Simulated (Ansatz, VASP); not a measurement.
**One calculation of KSnS3, two programs**

File INCAR:

```
PREC = Accurate ; ENCUT = 600
EDIFF = 1E-7 ; ISMEAR = 0
SIGMA = 0.1 ; LREAL = False
LASPH = True ; NELM = 60
ALGO = Normal ; ISIF = 3
LWAVE = False ; LCHARG = False
GGA = PE ; IBRION = 2
NSW = 90 ; EDIFFG = -0.04
```

The input KPOINTS:

```
regular mesh
0
Gamma
  4 4 2
```

Contents of POSCAR:

```
KSnS3
1.0
    4.0432609700      0.0000000000      0.0000000000
    0.0000000000      4.0432609700      0.0000000000
    0.0000000000      0.0000000000      8.4062390000
K Sn S
1 1 3
Direct
    0.5000000000      0.5000000000      0.0000000000
    0.0000000000      0.0000000000      0.5000000000
    0.5000000000      0.5000000000      0.2602356600
    0.5000000000      0.5000000000      0.7397643400
    0.5000000000      0.5000000000      0.5000000000
```

Input for Ansatz:

```yaml
crystal:
  lattice:
    - [4.04326097, 0.0, 0.0]
    - [0.0, 4.04326097, 0.0]
    - [0.0, 0.0, 8.406239]
  atoms:
    - { symbol: K, position: [0.5, 0.5, 0.0] }
    - { symbol: Sn, position: [0.0, 0.0, 0.5] }
    - { symbol: S, position: [0.5, 0.5, 0.26023566] }
    - { symbol: S, position: [0.5, 0.5, 0.73976434] }
    - { symbol: S, position: [0.5, 0.5, 0.5] }
basis:
  ecutwfc: 420
kpoints:
  mp_grid: { grid: [4, 4, 2] }
hamiltonian:
  xc: pbe
scf:
  occupations: { method: gaussian, width: 0.1 }
  lower_state_search: "off"
output:
  forces: true
  stress: true
  eigenvalues: true
relax:
  adjacent_minimum: "off"
  f_tol: 0.04
  max_steps: 70
  cell: { stress_tol: 0.4 }
```

Alike in both runs: task relaxation of cell and atoms; functional PBE; k mesh 4 × 4 × 2; occupations gaussian, width 0.1 eV; no spin polarisation.

|  | VASP | Ansatz |
| --- | --- | --- |
| version | VASP 6.6.1 | Ansatz 0.2.0 |
| potentials or method | VASP PAW PBE potentials, release 64 (K_sv, Sn_d, S), cutoff 600 eV | scalar-relativistic, plane waves, PAW |
| valence electrons in the cell | 41 | 41 |

```csv
,VASP,Ansatz,Ansatz less VASP
"gap on the k mesh at the Fermi level, each at its own relaxed structure (eV)",none,none,-
relaxed volume (Å³/atom),33.26,33.26,-0.008
relaxed cell length with the largest relative difference (Å),10.304,10.299,-0.0052
```

A gap of «none» marks a metal or a gap that the smearing closes.

The k mesh is coarse, so the values compare programs but aren't converged. Noted on VASP's run: the volume moved by over 15 % at a fixed basis, so the end points are rough.
